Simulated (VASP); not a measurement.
A run of VASP 6.6.1 is set up as follows.

INCAR

```
SYSTEM = Ag
ALGO = Fast ; EDIFF = 1E-6
ENCUT = 520 ; GGA = PS
ISIF = 2 ; ISMEAR = 0
LASPH = .TRUE. ; LCHARG = .FALSE.
LREAL = .FALSE. ; LWAVE = .FALSE.
NBANDS = 12 ; NELM = 100
PREC = Accurate ; SIGMA = 0.15
```

File KPOINTS:

```
k-points
0
G
  20 20 20
  0 0 0
```

File POSCAR:

```
Ag
1.0
   -1.6556540000      1.5935669750      1.5935669750
    1.6556540000     -1.7177410250      1.7177410250
    1.6556540000      1.7177410250     -1.7177410250
Ag
1
Direct
    0.0000000000      0.0000000000      0.0000000000
```

Potentials or basis: VASP PAW PBE potentials, release 64 (Ag).

Launch:

```bash
$ cat potpaw_PBE.64/Ag/POTCAR > POTCAR
$ mpirun -np 1 vasp_std > vasp.out
```

Q: What does it give for the pressure?

A: -6.8 GPa.

Stress tensor (GPa, compression positive):
```
-6.55  0.00  0.00
 0.00 -6.87  3.07
 0.00  3.07 -6.87
```

Caveat: the cell differs from its parent crystal (strain -0.0750 x Voigt [0, 0, 0, 1, 0, 0]); the PAW data sets were made with another functional, which shifts forces and pressure a little.
